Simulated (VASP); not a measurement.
Crystal: MgSi.

```xyz
4
Lattice="2.0788 -4.8868 0.0000 2.0788 4.8868 0.0000 0.0000 0.0000 3.6479" Properties=species:S:1:pos:R:3 pbc="T T T"
Mg    2.0788   -1.3998    2.7359
Mg    2.0788    1.3998    0.9120
Si    2.0788   -4.1181    2.7359
Si    2.0788    4.1181    0.9120
```

```yaml
Program: VASP 6.6.1
Task: relaxation of cell and atoms
Functional: PBEsol
Potentials_or_basis: VASP PAW PBE potentials, release 64 (Mg, Si)
Cutoff: 600 eV
k_mesh: 12 × 12 × 12
Occupations: gaussian, width 0.1 eV
Spin: no spin polarisation
```

At the start: pressure -0.1 GPa; volume 18.53 Å³/atom.

**Question.** How do energy, volume and symmetry change on relaxing?

**Answer.** Over 11 steps the energy falls by 4.1 meV/atom and the volume is 18.42 Å³/atom (-0.6 %); space group Cmcm (No. 63, to 0.05 Å).

The path:
| step | energy change (eV) | largest force (eV/Å) | pressure (GPa) | volume (Å³) |
| --- | --- | --- | --- | --- |
| 1 | 0.0000 | 0.0835 | -0.11 | 74.11 |
| 2 | -0.0070 | 0.0583 | -0.13 | 73.98 |
| 3 | -0.0100 | 0.1008 | -0.13 | 73.85 |
| 4 | -0.0103 | 0.1290 | -0.12 | 73.80 |
| 5 | -0.0125 | 0.0760 | 0.12 | 73.58 |
| 6 | -0.0132 | 0.0895 | 0.37 | 73.35 |
| 7 | -0.0147 | 0.0727 | 0.08 | 73.64 |
| 8 | -0.0151 | 0.0582 | -0.18 | 73.90 |
| 9 | -0.0160 | 0.0327 | -0.10 | 73.80 |
| 10 | -0.0164 | 0.0263 | 0.02 | 73.67 |
| 11 | -0.0165 | 0.0017 | 0.04 | 73.69 |

Final structure:
```cif
data_structure
_symmetry_space_group_name_H-M 'P 1'
_symmetry_Int_Tables_number 1
_cell_length_a 5.4041
_cell_length_b 5.4041
_cell_length_c 3.6439
_cell_angle_alpha 90.000
_cell_angle_beta 90.000
_cell_angle_gamma 136.173
_cell_volume 73.69
loop_
_atom_site_label
_atom_site_type_symbol
_atom_site_fract_x
_atom_site_fract_y
_atom_site_fract_z
_atom_site_occupancy
Mg1 Mg 0.64812 0.35188 0.75000 1
Mg2 Mg 0.35188 0.64812 0.25000 1
Si1 Si 0.92249 0.07751 0.75000 1
Si2 Si 0.07751 0.92249 0.25000 1
```

Caveat: the PAW data sets were made with another functional, which shifts forces and pressure a little.
